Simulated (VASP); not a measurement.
Write the native input for VASP 6.6.1 that does the following.

| Quantity | Value |
| --- | --- |
| Task | single point |
| Functional | PBE |
| Potentials or basis | VASP PAW PBE potentials, release 64 (Ti_sv, Si) |
| Cutoff | 520 eV |
| k mesh | 8 × 6 × 6 |
| Occupations | gaussian, width 0.1 eV |
| Spin | no spin polarisation |
| Dipole correction | no |
| Further INCAR settings | ALGO = Normal; EDIFF = 1e-06; NBANDS = 52 |

The structure of TiSi2 lies in POSCAR:

```
TiSi2
1.0
    4.8077378221      0.0000000000      0.0000000000
    0.0000000000     -4.1351811267      4.2795976056
    0.0000000000     -4.1351811267     -4.2795976056
Ti Si
4 8
Direct
    0.2500000000      0.5000000000      0.0000000000
    0.7500000000      1.0000000000      0.5000000000
    0.0000000000      0.5000000000      0.5000000000
    0.5000000000      0.0000000000      0.0000000000
    0.7500000000      0.6631755411      0.1631755411
    0.2500000000      0.1631755411      0.6631755411
    0.7500000000      0.3368244589      0.8368244589
    0.2500000000      0.8368244589      0.3368244589
    0.0000000000      0.8368244589      0.8368244589
    0.5000000000      0.3368244589      0.3368244589
    0.0000000000      0.1631755411      0.1631755411
    0.5000000000      0.6631755411      0.6631755411
```

The input as run:

INCAR

```
PREC = Accurate ; ENCUT = 520
EDIFF = 1E-6 ; ISMEAR = 0
SIGMA = 0.1 ; LREAL = F
LASPH = T ; NELM = 80
ALGO = Normal ; ISIF = 2
LWAVE = F ; LCHARG = T
GGA = PE ; LELF = T
LVHAR = T ; NBANDS = 52
```

KPOINTS

```
regular mesh
0
Gamma
  8 6 6
```

Potentials or basis: VASP PAW PBE potentials, release 64 (Ti_sv, Si).

Launch:

```bash
$ cat potpaw_PBE.64/Ti_sv/POTCAR potpaw_PBE.64/Si/POTCAR > POTCAR
$ mpirun -np 1 vasp_std > vasp.out
```

It gave:

The pressure is 0.0 GPa, the largest force is 0.005 eV/Å and the band gap on the k mesh is zero (bands 40 and 41 overlap by 1.26 eV).

Wall time 6.2 min on 1 thread of Intel(R) Xeon(R) 6975P-C (Granite Rapids), with other jobs on the host, peak memory 0.53 GiB.
